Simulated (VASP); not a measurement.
KBr, 2 atoms in the cell. The structure is tetragonal, space group I4/mmm (No. 139). Conventional cell: a = 4.843 Å, b = 4.843 Å, c = 6.058 Å, α = 90.00°, β = 90.00°, γ = 90.00°. Within 4.0 Å of K (site symmetry 4/mmm) lie 6 Br at 3.03 to 3.42 Å. Within 4.0 Å of Br (site symmetry 4/mmm) lie 6 K at 3.03 to 3.42 Å.  This cell differs from its parent crystal: strain +0.040 along x and y, -0.080 along z.

* Program: VASP 6.6.1
* Task: single point
* Functional: PBEsol
* Potentials or basis: VASP PAW PBE potentials, release 64 (K_sv, Br)
* Cutoff: 520 eV
* k mesh: 6 × 6 × 6
* Occupations: gaussian, width 0.05 eV
* Spin: no spin polarisation
* Dipole correction: no
* Further INCAR settings: ALGO = Normal; EDIFF = 1e-06; NBANDS = 15

Potentials or basis: VASP PAW PBE potentials, release 64 (K_sv, Br).

Launch:

```sh
$ cat potpaw_PBE.64/K_sv/POTCAR potpaw_PBE.64/Br/POTCAR > POTCAR
$ mpirun -np 1 vasp_std > vasp.out
```

Hardware: 1 thread of Intel(R) Xeon(R) Platinum 8488C (Sapphire Rapids) (shared host).

How long does it take, and how much memory?

Wall time 18 s on 1 thread of Intel(R) Xeon(R) Platinum 8488C (Sapphire Rapids) (shared host), peak memory 0.21 GiB. Counts: scf iterations 13, k points 30.
